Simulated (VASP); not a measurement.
The system is Mg3ZrN.

```
CELL_PARAMETERS angstrom
3.38757 0.00000 0.00000
0.00000 3.38757 0.00000
0.00000 0.00000 6.70213
ATOMIC_POSITIONS crystal
Mg 0.00000 0.00000 0.00000
Mg 0.50000 0.50000 0.21674
Mg 0.50000 0.50000 0.78326
Zr 0.50000 0.50000 0.50000
N 0.00000 0.00000 0.50000
```

* Program: VASP 6.6.1
* Task: relaxation of cell and atoms
* Functional: PBE
* Potentials or basis: VASP PAW PBE potentials, release 64 (Mg, Zr_sv, N)
* Cutoff: 600 eV
* k mesh: 6 × 6 × 4
* Occupations: gaussian, width 0.1 eV
* Spin: no spin polarisation

At the start: pressure 35.1 GPa; volume 15.38 Å³/atom.

Question: How do energy, volume and symmetry change on relaxing?

Answer: Over 22 steps the energy falls by 2397.2 meV/atom and the volume is 20.55 Å³/atom (+33.6 %); space group P4/mmm (No. 123, to 0.05 Å).

Step by step:
```
step  energy change (eV)  largest force (eV/Å)  pressure (GPa)  volume (Å³)
   1              0.0000               13.7290           35.13        76.91
   2             -9.2639                4.2088            4.65       110.17
   3            -10.1018                2.8904            4.31        95.14
   4             -9.8247                3.8687            3.88       101.81
   5             -9.9801                3.6094            3.85        99.37
   6            -10.0334                3.4560            3.88        98.13
   7            -11.0462                1.4912           -1.78       105.63
   8            -11.2618                1.1715           -3.82       109.31
   9            -11.3563                0.5725           -6.89       116.58
  10            -11.3821                0.7180           -5.87       113.81
  11            -11.6118                0.9051            3.20       101.93
  12            -11.6376                0.8404            0.62       104.55
  13            -11.7674                0.7317            0.78       102.94
  14            -11.8751                0.0216            2.41        98.09
  15            -11.8994                0.3360            1.65        99.75
  16            -11.9007                0.2780            1.79        99.41
  17            -11.9464                0.1220           -1.30       103.51
  18            -11.9464                0.1216           -1.30       103.52
  19            -11.9822                0.0772           -0.68       103.64
  20            -11.9848                0.0355           -0.43       103.67
  21            -11.9848                0.0392           -0.46       103.67
  22            -11.9859                0.0336            0.20       102.75
```

Final structure:
```xyz
5
Lattice="3.1109 0.0000 0.0000 0.0000 3.1109 0.0000 0.0000 0.0000 10.6168" Properties=species:S:1:pos:R:3 pbc="T T T"
Mg    0.0000    3.1109    0.0000
Mg    1.5554    1.5554    2.2084
Mg    1.5554    1.5554    8.4084
Zr    1.5554    1.5554    5.3084
N     0.0000    3.1109    5.3084
```

Caveat: the volume moved by over 15 % at a fixed basis, so the end points are rough.
